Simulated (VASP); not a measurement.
Set up this calculation in VASP 6.6.1, as the native input.

```yaml
Task: electric field gradients
Functional: LDA
Potentials_or_basis: VASP PAW LDA potentials, release 64 (Cd, Se)
Cutoff: 520 eV
k_mesh: 8 × 8 × 8
Occupations: fermi-dirac, width 0.03 eV
Spin: no spin polarisation
Dipole_correction: no
Further_INCAR_settings: ALGO = Normal; EDIFF = 1e-08; NBANDS = 16
```

The structure of CdSe lies in POSCAR:

```
CdSe
1.0
    0.0614054240      3.1009739106      3.1009739106
    3.1009739106      0.0614054240      3.1009739106
    3.1009739106      3.1009739106      0.0614054240
Cd Se
1 1
Direct
    0.0000000000      0.0000000000      0.0000000000
    0.2500000000      0.2500000000      0.2500000000
```

This cell differs from its parent crystal: equal xy, yz and zx shear strains of +2 %.

One way to write it, as run:

INCAR

```
PREC = Accurate
ENCUT = 520
EDIFF = 1E-8
ISMEAR = -1
SIGMA = 0.03
LREAL = F
LASPH = T
NELM = 60
ALGO = Normal
ISIF = 2
LWAVE = F
LCHARG = F
GGA = CA
LEFG = T
NBANDS = 16
```

KPOINTS

```
regular mesh
0
Gamma
  8 8 8
```

Potentials or basis: VASP PAW LDA potentials, release 64 (Cd, Se).

Run with:

```bash
$ cat potpaw_LDA.64/Cd/POTCAR potpaw_LDA.64/Se/POTCAR > POTCAR
$ mpirun -np 1 vasp_std > vasp.out
```

Results of the run:

The pressure is -2.8 GPa. The largest force is 0.145 eV/Å and the band gap on the k mesh is 0.29 eV, direct.

Caveat: the cell differs from its parent crystal (equal xy, yz and zx shear strains of +2 %); without QUAD_EFG the Cq values of the log hold for a quadrupole moment of 1 mb, not for the nuclei.

Wall time 31 s on 1 thread of Intel(R) Xeon(R) 6975P-C (Granite Rapids) (shared host), peak memory 0.2 GiB.
